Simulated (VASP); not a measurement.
# Zn4Ga (Zn (0001), 5 layers) in VASP: further runs

The runs below take Zn4Ga (Zn (0001), 5 layers) through single point, with PBE.

Everything below comes from runs of VASP 6.6.1. Logs are shortened: lines on timing, memory, paths and dates and some standing lists are left out, and cuts for length are marked.

**1. The cell of the first run**

The cell holds a slab with vacuum, 5 atoms: a = 2.636 Å, b = 2.636 Å, c = 26.185 Å, α = 90.00°, β = 90.00°, γ = 120.00°.

**2. Single point, PBE**

The input, INCAR:

```
PREC = Accurate ; ENCUT = 520
EDIFF = 1E-6 ; ISMEAR = -1
SIGMA = 0.08 ; LREAL = False
LASPH = True ; NELM = 80
ALGO = Normal ; ISIF = 2
LWAVE = False ; LCHARG = False
LDIPOL = True ; IDIPOL = 3
DIPOL = 0.5 0.5 0.500 ; GGA = PE
NBANDS = 38
```

The input, KPOINTS:

```
regular mesh
0
Gamma
  16 16 1
```

The input, POSCAR:

```
Zn4Ga
1.0
    2.6356265398      0.0000000000      0.0000000000
   -1.3178132699      2.2825195384      0.0000000000
    0.0000000000      0.0000000000     26.1851000000
Zn Ga
4 1
Direct
    0.0000000000      0.0000000000      0.3147095480
    0.3333333333      0.6666666667      0.4085964595
    0.3333333333      0.6666666667      0.5914035387
    0.0000000000      0.0000000000      0.6852904539
    0.0000000000      0.0000000000      0.4999999996
```

Potentials or basis: VASP PAW PBE potentials, release 64 (Zn, Ga_d).

On the command line:

```console
> cat potpaw_PBE.64/Zn/POTCAR potpaw_PBE.64/Ga_d/POTCAR > POTCAR
> mpirun -np 1 vasp_std > vasp.out
```

OUTCAR:

```text
PREC = Accurate
   ENCUT = 520
   EDIFF = 1E-6
   ISMEAR = -1
   LREAL = False
   LASPH = True
   NELM = 80
   ISIF = 2
   GGA = PE

 ion  position               nearest neighbor table
   1  0.000  0.000  0.315-   2 2.89   2 2.89   2 2.89
   2  0.333  0.667  0.409-   5 2.84   5 2.84   5 2.84   1 2.89   1 2.89   1 2.89
   3  0.333  0.667  0.591-   5 2.84   5 2.84   5 2.84   4 2.89   4 2.89   4 2.89
   4  0.000  0.000  0.685-   3 2.89   3 2.89   3 2.89
   5  0.000  0.000  0.500-   3 2.84   3 2.84   3 2.84   2 2.84   2 2.84   2 2.84

  LATTYP: Found a hexagonal cell.
 ALAT       =     2.6356265398
 C/A-ratio  =     9.9350570366

  Lattice vectors:

 A1 = (   2.6356265398,   0.0000000000,   0.0000000000)
 A2 = (  -1.3178132699,   2.2825195384,   0.0000000000)
 A3 = (   0.0000000000,   0.0000000000,  26.1851000000)

Analysis of symmetry for initial positions (statically):
=====================================================================
 Subroutine PRICEL returns:
 Original cell was already a primitive cell.

 Routine SETGRP: Setting up the symmetry group for a
 hexagonal supercell.

 Subroutine GETGRP returns: Found 12 space group operations
 (whereof 12 operations were pure point group operations)
 out of a pool of 24 trial point group operations.

The static configuration has the point symmetry D_3h.

Analysis of symmetry for dynamics (positions and initial velocities):
=====================================================================
 Subroutine PRICEL returns:
 Original cell was already a primitive cell.

 Routine SETGRP: Setting up the symmetry group for a
 hexagonal supercell.

 Subroutine GETGRP returns: Found 12 space group operations
 (whereof 12 operations were pure point group operations)
 out of a pool of 24 trial point group operations.

The dynamic configuration has the point symmetry D_3h.

 Subroutine INISYM returns: Found 12 space group operations
 (whereof 12 operations are pure point group operations),
 and found     1 'primitive' translations

----------------------------------------------------------------------------------------

                                     Primitive cell

  volume of cell :     157.5261

  direct lattice vectors                    reciprocal lattice vectors
     2.635626540  0.000000000  0.000000000     0.379416425  0.219056175  0.000000000
    -1.317813270  2.282519538  0.000000000     0.000000000  0.438112350  0.000000000
     0.000000000  0.000000000 26.185100000     0.000000000  0.000000000  0.038189657

  length of vectors
     2.635626540  2.635626540 26.185100000     0.438112350  0.438112350  0.038189657

  position of ions in fractional coordinates (direct lattice)
     0.000000000  0.000000000  0.314709548
     0.333333333  0.666666667  0.408596460
     0.333333333  0.666666667  0.591403539
     0.000000000  0.000000000  0.685290454
     0.000000000  0.000000000  0.500000000

  ion indices of the primitive-cell ions
   primitive index   ion index
                 1           1
                 2           2
                 3           3
                 4           4
                 5           5

----------------------------------------------------------------------------------------

 KPOINTS: regular mesh

Automatic generation of k-mesh.
 Grid dimensions read from file:
 generate k-points for:   16   16    1

 Generating k-lattice:

  Cartesian coordinates                     Fractional coordinates (reciprocal lattice)
     0.023713527  0.013691011  0.000000000     0.062500000 -0.000000000  0.000000000
     0.000000000  0.027382022  0.000000000     0.000000000  0.062500000  0.000000000
     0.000000000  0.000000000  0.038189657     0.000000000  0.000000000  1.000000000

  Length of vectors
     0.027382022  0.027382022  0.038189657

  Shift w.r.t. Gamma in fractional coordinates (k-lattice)
     0.000000000  0.000000000  0.000000000

 Subroutine IBZKPT returns following result:
 ===========================================

 Found     30 irreducible k-points:

 Following reciprocal coordinates:
            Coordinates               Weight
  0.000000  0.000000  0.000000      1.000000
  0.062500 -0.000000  0.000000      6.000000
  0.125000 -0.000000  0.000000      6.000000
  0.187500 -0.000000  0.000000      6.000000
  0.250000 -0.000000  0.000000      6.000000
  0.312500 -0.000000  0.000000      6.000000
[... 16 lines left out ...]
  0.187500  0.187500  0.000000      6.000000
  0.250000  0.187500  0.000000     12.000000
 [... further k-points ...]
   k-points           NKPTS =     30   k-points in BZ     NKDIM =     30   number of bands    NBANDS=     38
   number of dos      NEDOS =    301   number of ions     NIONS =      5
   total plane-waves  NPLWV =  78400
   dimension x,y,z NGX =    20 NGY =   20 NGZ =  196
   dimension x,y,z NGXF=    40 NGYF=   40 NGZF=  392
   ions per type =               4   1
   NGX,Y,Z   is equivalent  to a cutoff of  12.62, 12.62, 12.44 a.u.
   NGXF,Y,Z  is equivalent  to a cutoff of  25.23, 25.23, 24.89 a.u.
 SYSTEM =  unknown system
   PREC   = accura    normal or accurate (medium, high low for compatibility)
   ISTART =      0    job   : 0-new  1-cont  2-samecut
   ICHARG =      2    charge: 1-file 2-atom 10-const
   ISPIN  =      1    spin polarized calculation?
   LNONCOLLINEAR =      F non collinear calculations
   LSORBIT =      F    spin-orbit coupling
   LASPH  =      T    aspherical Exc in radial PAW
   ENCUT  =  520.0 eV  38.22 Ry    6.18 a.u.   4.90  4.90 48.69*2*pi/ulx,y,z
   NELM   =     80;   NELMIN=  2; NELMDL= -5     # of ELM steps
   EDIFF  = 0.1E-05   stopping-criterion for ELM
   LREAL  =      F    real-space projection
   EDIFFG = 0.1E-04   stopping-criterion for IOM
   NSW    =      0    number of steps for IOM
   IBRION =     -1    ionic relax: 0-MD 1-quasi-New 2-CG
   NFREE  =      0    steps in history (QN), initial steepest desc. (CG)
   ISIF   =      2    stress and relaxation
   ISYM   =      2    0-nonsym 1-usesym 2-fastsym
   POTIM  = 0.5000    time-step for ionic-motion
   TEBEG  =    0.0;   TEEND  =   0.0 temperature during run
   PSTRESS=    0.0 pullay stress
   NELECT =      61.0000    total number of electrons
   NUPDOWN=      -1.0000    fix difference up-down
   EMIN   =  10.00;   EMAX   =-10.00  energy-range for DOS
   EFERMI =   0.00;   METHOD = LEGACY
   ISMEAR =    -1;   SIGMA  =   0.08  broadening in eV -4-tet -1-fermi 0-gaus
   EFERMI_NEDOS =   21; number of points for ismear=-14 and -15
   IALGO  =     38    algorithm
   IMIX   =      4    mixing-type and parameters
     AMIX     =   0.40;   BMIX     =  1.00
     AMIX_MAG =   1.60;   BMIX_MAG =  1.00
  volume/ion in A,a.u.               =      31.51       212.61
  Fermi-wavevector in a.u.,A,eV,Ry     =   1.193257  2.254928 19.372815  1.423862
  Thomas-Fermi vector in A             =   2.329275
   LORBIT       =      0    0 simple, 1 ext, 2 COOP (PROOUT), +10 PAW based schemes
   GGA     = PE    functional components
   LHFCALC =     F    Hartree Fock is set to
   AEXX    =    0.0000 exact exchange contribution
   IVDW    =     0    specifies the selected vdW correction
   LEPSILON=     F    determine dielectric tensor
   LRPA    =     F    only Hartree local field effects (RPA)
 non-spin polarized calculation
  energy-cutoff  :      520.00
  volume of cell :      157.53
 maximum number of plane-waves:      4313
 NGX is ok and might be reduce to    20
   NGX =  9   NGY =  9   NGZ = 97

 number of electron      60.9999988 magnetization

 dipolmoment           0.000000      0.000000      0.000000 electrons x Angstroem

 Free energy of the ion-electron system (eV)
  ---------------------------------------------------
  ext. energy  EPLUGINS =         0.00000000
  ---------------------------------------------------
  free energy    TOTEN  =        -6.69909462 eV

  energy without entropy =       -6.67016093  energy(sigma->0) =       -6.68462777

 E-fermi :  -0.1256     XC(G=0):  -6.1640

 val. band max:       -0.1795555129   @ k =   0.3125   0.2500   0.0000
 cond. band min:      -0.0241826388   @ k =   0.3125  -0.0000   0.0000
 fundamental gap:      0.1553728741
 Fermi energy:        -0.1256426590

 k-point     1 :       0.0000    0.0000    0.0000
  band No.  band energies     occupation
      1     -15.7804      2.00000
      2     -15.5754      2.00000
      3     -15.5754      2.00000
      4     -15.2780      2.00000
      5     -15.2779      2.00000
      6     -12.2164      2.00000
[... 30 lines left out ...]
     37       5.9209      0.00000
     38       5.9712      0.00000

 k-point     2 :       0.0625   -0.0000    0.0000
  band No.  band energies     occupation
      1     -15.7627      2.00000
      2     -15.5820      2.00000
      3     -15.5579      2.00000
      4     -15.2944      2.00000
      5     -15.2807      2.00000
      6     -12.1082      2.00000
[... 30 lines left out ...]
     37       6.0331      0.00000
     38       6.0830      0.00000

 k-point     3 :       0.1250   -0.0000    0.0000
  band No.  band energies     occupation
      1     -15.7237      2.00000
      2     -15.5924      2.00000
      3     -15.5078      2.00000
      4     -15.3399      2.00000
      5     -15.2886      2.00000
      6     -11.7818      2.00000
[... 30 lines left out ...]
     37       6.3673      0.00000
[... 781 lines left out ...]
 k-point    23 :       0.1875    0.1875    0.0000
  band No.  band energies     occupation
      1     -15.6643      2.00000
      2     -15.5432      2.00000
      3     -15.5355      2.00000
      4     -15.3592      2.00000
      5     -15.2491      2.00000
      6      -9.3661      2.00000
[... 30 lines left out ...]
     37       6.6547      0.00000
     38       6.8410      0.00000

 k-point    24 :       0.2500    0.1875    0.0000
  band No.  band energies     occupation
      1     -15.6782      2.00000
      2     -15.5705      2.00000
      3     -15.4781      2.00000
      4     -15.3868      2.00000
      5     -15.2200      2.00000
      6      -8.6628      2.00000
[... 30 lines left out ...]
     37       5.5720      0.00000
     38       6.1566      0.00000

 [... further k-points ...]

------------------------ aborting loop because EDIFF is reached ----------------------------------------

 vacuum level on the upper side and lower side of the slab       (xc-potential included)        -0.142        -0.142

  FORCE on cell =-STRESS in cart. coord.  units (eV):
  Direction    XX          YY          ZZ          XY          YZ          ZX
  --------------------------------------------------------------------------------------
  -------------------------------------------------------------------------------------
  Total        2.5832901      2.5832901      2.8157245      0.0000000     -0.0000000      0.0000000
  in kB       26.2742998     26.2742998     28.6383592      0.0000000     -0.0000000      0.0000000
  external PRESSURE =      27.0623196 kB  Pullay stress =       0.0000000 kB

 VOLUME and BASIS-vectors are now :
 -----------------------------------------------------------------------------
  energy-cutoff  :      520.00
  volume of cell :      157.53
      direct lattice vectors                 reciprocal lattice vectors
     2.635626540  0.000000000  0.000000000     0.379416425  0.219056175  0.000000000
    -1.317813270  2.282519538  0.000000000     0.000000000  0.438112350  0.000000000
     0.000000000  0.000000000 26.185100000     0.000000000  0.000000000  0.038189657

 POSITION                                       TOTAL-FORCE (eV/Angst)
 -----------------------------------------------------------------------------------
      0.00000      0.00000      8.24070         0.000000     -0.000000     -0.092349
     -0.00000      1.52168     10.69914        -0.000000      0.000000     -0.403062
     -0.00000      1.52168     15.48596        -0.000000      0.000000      0.403062
      0.00000      0.00000     17.94440         0.000000     -0.000000      0.092349
      0.00000      0.00000     13.09255         0.000000     -0.000000      0.000000
 -----------------------------------------------------------------------------------
    total drift:                               -0.000004      0.000002      0.000009

  FREE ENERGIE OF THE ION-ELECTRON SYSTEM (eV)
  ---------------------------------------------------
  free  energy   TOTEN  =        -6.6990946159 eV

  energy  without entropy=       -6.6701609290  energy(sigma->0) =       -6.68462777

 vacuum level on the upper side and lower side of the slab         3.797         3.797
```

Wall time 3.3 min (1 thread of Intel Xeon 6975P-C, shared host); peak memory 0.36 GiB.

Results:

```yaml
Free_energy: -6.6991 eV
Largest_force: 0.403 eV/Å
```

Forces on the atoms (eV/Å):
```
Zn   0.000  0.000 -0.092
Zn   0.000  0.000 -0.403
Zn   0.000  0.000  0.403
Zn   0.000  0.000  0.092
Ga   0.000  0.000  0.000
```

Levels at points of the mesh, in eV from the Fermi level:
```csv
k point,band 28,band 29,band 30,band 31,band 32,band 33,band 34,band 35
"(0.00, 0.00, 0.00)",-7.03,-6.77,-4.94,-3.14,-0.58,1.97,3.46,4.18
"(0.50, 0.00, 0.00)",-2.57,-1.67,-1.64,-0.73,0.39,0.94,1.55,2.53
```

**3. Single point, PBE**

The input, INCAR:

```
SYSTEM = Zn4Ga
  PREC = Accurate
  ENCUT = 520
  EDIFF = 1E-6
  ISMEAR = -1
  SIGMA = 0.08
  LREAL = .False.
  LASPH = .True.
  NELM = 80
  ALGO = Normal
  ISIF = 2
  LWAVE = .False.
  LCHARG = .False.
  LDIPOL = .True.
  IDIPOL = 3
  DIPOL = 0.5 0.5 0.500
  GGA = PE
  NBANDS = 38
```

The input, KPOINTS:

```
Automatic mesh
0
Gamma
  16 16 1
  0 0 0
```

POSCAR is that of step 2.

Potentials or basis: VASP PAW PBE potentials, release 64 (Zn, Ga_d).

On the command line:

```console
> cat potpaw_PBE.64/Zn/POTCAR potpaw_PBE.64/Ga_d/POTCAR > POTCAR
> mpirun -np 1 vasp_std > vasp.out
```

OUTCAR:

```text
SYSTEM = Zn4Ga
   PREC = Accurate
   ENCUT = 520
   EDIFF = 1E-6
   ISMEAR = -1
   LREAL = .False.
   LASPH = .True.
   NELM = 80
   ISIF = 2
   GGA = PE

 ion  position               nearest neighbor table
   1  0.000  0.000  0.315-   2 2.89   2 2.89   2 2.89
   2  0.333  0.667  0.409-   5 2.84   5 2.84   5 2.84   1 2.89   1 2.89   1 2.89
   3  0.333  0.667  0.591-   5 2.84   5 2.84   5 2.84   4 2.89   4 2.89   4 2.89
   4  0.000  0.000  0.685-   3 2.89   3 2.89   3 2.89
   5  0.000  0.000  0.500-   3 2.84   3 2.84   3 2.84   2 2.84   2 2.84   2 2.84

  LATTYP: Found a hexagonal cell.
 ALAT       =     2.6356265398
 C/A-ratio  =     9.9350570366

  Lattice vectors:

 A1 = (   2.6356265398,   0.0000000000,   0.0000000000)
 A2 = (  -1.3178132699,   2.2825195384,   0.0000000000)
 A3 = (   0.0000000000,   0.0000000000,  26.1851000000)

Analysis of symmetry for initial positions (statically):
=====================================================================
 Subroutine PRICEL returns:
 Original cell was already a primitive cell.

 Routine SETGRP: Setting up the symmetry group for a
 hexagonal supercell.

[... 181 lines left out ...]
 k-point     1 :       0.0000    0.0000    0.0000
  band No.  band energies     occupation
      1     -15.7804      2.00000
      2     -15.5754      2.00000
      3     -15.5754      2.00000
      4     -15.2780      2.00000
      5     -15.2779      2.00000
      6     -12.2164      2.00000
[... 973 lines left out ...]
     37       5.5720      0.00000
     38       6.1566      0.00000

 [... further k-points ...]

------------------------ aborting loop because EDIFF is reached ----------------------------------------

 vacuum level on the upper side and lower side of the slab       (xc-potential included)        -0.142        -0.142

  FORCE on cell =-STRESS in cart. coord.  units (eV):
  Direction    XX          YY          ZZ          XY          YZ          ZX
  --------------------------------------------------------------------------------------
  -------------------------------------------------------------------------------------
  Total        2.5832901      2.5832901      2.8157245      0.0000000     -0.0000000      0.0000000
  in kB       26.2742998     26.2742998     28.6383592      0.0000000     -0.0000000      0.0000000
  external PRESSURE =      27.0623196 kB  Pullay stress =       0.0000000 kB

 VOLUME and BASIS-vectors are now :
 -----------------------------------------------------------------------------
  energy-cutoff  :      520.00
  volume of cell :      157.53
      direct lattice vectors                 reciprocal lattice vectors
     2.635626540  0.000000000  0.000000000     0.379416425  0.219056175  0.000000000
    -1.317813270  2.282519538  0.000000000     0.000000000  0.438112350  0.000000000
     0.000000000  0.000000000 26.185100000     0.000000000  0.000000000  0.038189657

 POSITION                                       TOTAL-FORCE (eV/Angst)
 -----------------------------------------------------------------------------------
      0.00000      0.00000      8.24070         0.000000     -0.000000     -0.092349
     -0.00000      1.52168     10.69914        -0.000000      0.000000     -0.403062
     -0.00000      1.52168     15.48596        -0.000000      0.000000      0.403062
      0.00000      0.00000     17.94440         0.000000     -0.000000      0.092349
      0.00000      0.00000     13.09255         0.000000     -0.000000      0.000000
 -----------------------------------------------------------------------------------
    total drift:                               -0.000004      0.000002      0.000009

  FREE ENERGIE OF THE ION-ELECTRON SYSTEM (eV)
  ---------------------------------------------------
  free  energy   TOTEN  =        -6.6990946159 eV

  energy  without entropy=       -6.6701609290  energy(sigma->0) =       -6.68462777

 vacuum level on the upper side and lower side of the slab         3.797         3.797
```

stdout:

```text
POSCAR found type information on POSCAR ZnGa
 POSCAR found :  2 types and       5 ions
 scaLAPACK will be used
 LDA part: xc-table for (Slater+PW92), standard interpolation
 POSCAR, INCAR and KPOINTS ok, starting setup
 FFT: planning ... GRIDC
 FFT: planning ... GRID_SOFT
 FFT: planning ... GRID
 WAVECAR not read
 entering main loop
```

Run time: 3.6 min. Hardware: 1 thread of Intel Xeon 6975P-C, shared host; peak memory 0.35 GiB.

Results:

| Property | Result |
| --- | --- |
| Free energy | -6.6991 eV |
| Largest force | 0.403 eV/Å |

Forces on the atoms (eV/Å):
```
Zn   0.000  0.000 -0.092
Zn   0.000  0.000 -0.403
Zn   0.000  0.000  0.403
Zn   0.000  0.000  0.092
Ga   0.000  0.000  0.000
```
